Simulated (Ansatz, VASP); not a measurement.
Ag: VASP beside Ansatz

```
CELL_PARAMETERS angstrom
2.64687 0.00000 0.00000
0.00000 2.64687 0.00000
0.00000 0.00000 2.64687
ATOMIC_POSITIONS crystal
Ag 0.00000 0.00000 0.00000
```

Change from the starting cell: volume scaled by 1, PAW files.

Alike in both runs: task single point; functional LDA; k mesh 16 × 16 × 16; occupations fermi-dirac, width 0.1 eV; no spin polarisation.

|  | VASP | Ansatz |
| --- | --- | --- |
| version | VASP 6.6.1 | Ansatz 0.2.0 |
| potentials or method | VASP PAW LDA potentials, release 64 (Ag) | PAW with Ansatz's default frozen-core files, scalar-relativistic |
| plane-wave cutoff (eV) | 520 | 420 |
| valence electrons in the cell | 11 | 19 |

VASP gave:

| Property | Result |
| --- | --- |
| pressure (GPa) | 0.1 |

Task: Estimate Ansatz's values.

Result: Pressure (GPa): 0.0.

LDA's correlation is that of Perdew and Zunger in VASP and of Perdew and Wang (1992) in Ansatz. VASP's potentials hold 11 valence electrons a cell and Ansatz's 19, so a difference there can come from the potentials and not from the codes.
